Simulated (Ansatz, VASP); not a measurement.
## Two plane-wave programs on Si

```
Si
1.0
     3.83100    0.00000    0.00000
    -1.91550    3.31774    0.00000
     0.00000    0.00000   28.00000
Si
2
Direct
  0.33333 0.66667 0.51530
  0.66667 0.33333 0.48470
```

Alike in both runs: task single point; functional LDA; k mesh 15 × 15 × 1; occupations gaussian, width 0.1 eV; no spin polarisation.

|  | VASP | Ansatz |
| --- | --- | --- |
| version | VASP 6.6.1 | Ansatz 0.2.0 |
| potentials or method | VASP PAW LDA potentials, release 64 (Si), cutoff 520 eV | scalar-relativistic, plane waves, PAW |
| valence electrons in the cell | 8 | 8 |

```tsv
	VASP	Ansatz	Ansatz less VASP
gap on the k mesh at the Fermi level (eV)	none	none	-
rms of the force components (eV/Å)	0.925	0.924	-0.0014
```

Ansatz warns that its potentials were made for another functional, while VASP's fit it. LDA's correlation is that of Perdew and Zunger in VASP and of Perdew and Wang (1992) in Ansatz. Atom by atom the forces differ by 0.001 eV/Å (rms over components). A gap of «none» marks a metal or a gap that the smearing closes.
